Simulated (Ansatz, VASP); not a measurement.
**GaSe5 in VASP and in Ansatz**

The input INCAR:

```
SYSTEM = GaSe5
ALGO = Normal
EDIFF = 1E-6
ENCUT = 520
GGA = PE
ISIF = 2
ISMEAR = 0
LASPH = .TRUE.
LCHARG = .FALSE.
LREAL = .FALSE.
LWAVE = .FALSE.
NBANDS = 30
NELM = 100
PREC = Accurate
SIGMA = 0.1
```

The input KPOINTS:

```
k-points
0
G
  3 3 4
  0 0 0
```

File POSCAR:

```
GaSe5
1.0
    6.1770628200      0.0000000000      0.0000000000
   -3.0885314100      5.3494933200      0.0000000000
    0.0000000000      0.0000000000      5.5806532500
Ga Se
1 5
Direct
    0.0000000000      0.0000000000      0.5000000000
    0.6605330100      0.0000000000      0.0000000000
    0.0000000000      0.6605330100      0.0000000000
    0.3394669900      0.3394669900      0.0000000000
    0.3333333300      0.6666666700      0.5000000000
    0.6666666700      0.3333333300      0.5000000000
```

Input for Ansatz:

```yaml
crystal:
  lattice:
    - [6.17706282, 0.0, 0.0]
    - [-3.08853141, 5.34949332, 0.0]
    - [0.0, 0.0, 5.58065325]
  atoms:
    - { symbol: Ga, position: [0.0, 0.0, 0.5] }
    - { symbol: Se, position: [0.66053301, 0.0, 0.0] }
    - { symbol: Se, position: [0.0, 0.66053301, 0.0] }
    - { symbol: Se, position: [0.33946699, 0.33946699, 0.0] }
    - { symbol: Se, position: [0.33333333, 0.66666667, 0.5] }
    - { symbol: Se, position: [0.66666667, 0.33333333, 0.5] }
basis:
  ecutwfc: 420
kpoints:
  mp_grid: { grid: [3, 3, 4] }
hamiltonian:
  xc: pbe
scf:
  occupations: { method: gaussian, width: 0.1 }
  lower_state_search: "off"
output:
  forces: true
  stress: true
  eigenvalues: true
```

Change from the starting cell: species swapped into the Hf5Sc type (P-62m, No. 189).

Alike in both runs: task single point; functional PBE; k mesh 3 × 3 × 4; occupations gaussian, width 0.1 eV; no spin polarisation.

```csv
,VASP,Ansatz
version,VASP 6.6.1,Ansatz 0.2.0
potentials or method,"VASP PAW PBE potentials, release 64 (Ga_d, Se), cutoff 520 eV","scalar-relativistic, plane waves, PAW"
valence electrons in the cell,43,93
```

|  | VASP | Ansatz | Ansatz less VASP |
| --- | --- | --- | --- |
| gap on the k mesh at the Fermi level (eV) | none | none | - |
| pressure (GPa) | -9.0 | -9.0 | 0.00 |
| traceless stress, the component that is largest in VASP (GPa) | -2.18 | -2.18 | +0.002 |
| rms of the force components (eV/Å) | 0.125 | 0.124 | -0.0003 |

Atom by atom the forces differ by 0.000 eV/Å (rms over components). A gap of «none» marks a metal or a gap that the smearing closes. VASP's potentials hold 43 valence electrons a cell and Ansatz's 93, so a difference there can come from the potentials and not from the codes.

The k mesh is coarse, so the values compare programs but aren't converged.
